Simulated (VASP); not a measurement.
Runs of VASP 6.6.1 on SrPrI. The structure is that of space group P-6m2 (No. 187), or close to it. The cells are those of the table. The cell was generated, and may not be a known phase.

```tsv
task	cell	k mesh	gap on the mesh (eV)	pressure (GPa)	relaxed volume (Å³/atom)
relaxation of cell and atoms	relaxed from a = 5.831, b = 5.831, c = 4.170 Å, angles 90.0, 90.0, 120.0°, 3 atoms	12 × 12 × 12	none	0.0	40.50
single point	a = 5.831, b = 5.831, c = 4.170 Å, angles 90.0, 90.0, 120.0°, 3 atoms	6 × 6 × 4	none	(a)	-
single point	a = 5.152, b = 5.152, c = 4.883 Å, angles 90.0, 90.0, 120.0°, 3 atoms	6 × 6 × 4	none	4.8	-
single point	a = 5.826, b = 5.826, c = 4.128 Å, angles 90.0, 90.0, 120.0°, 3 atoms	12 × 12 × 12	none	0.0	-
relaxation of cell and atoms	relaxed from a = 5.152, b = 5.152, c = 4.883 Å, angles 90.0, 90.0, 120.0°, 3 atoms	6 × 6 × 4	none	0.0	41.22
```

Alike in all rows: level PBE; potentials or basis VASP PAW PBE potentials, release 64 (Sr_sv, Pr_3, I), 4f in core; no spin polarisation; cutoff (eV) 500; smearing gaussian 0.1 eV.

**Question.** Estimate the missing entries.

**Answer.** (a) 0.2.

Caveats: some runs use coarse meshes; spin-orbit coupling is left out, which moves the levels of the heavy elements; the 4f electrons are frozen in the core, so they carry no moment and show no levels; the run has no spin polarisation, though such a crystal can be magnetic; the stress differs along the axes, from -1 to 8 GPa (at least some runs).

A k mesh can miss the band edges, and the runs leave out spin-orbit coupling on I, Pr, Sr.

A gap of «none» marks levels without a gap at the run's occupations.
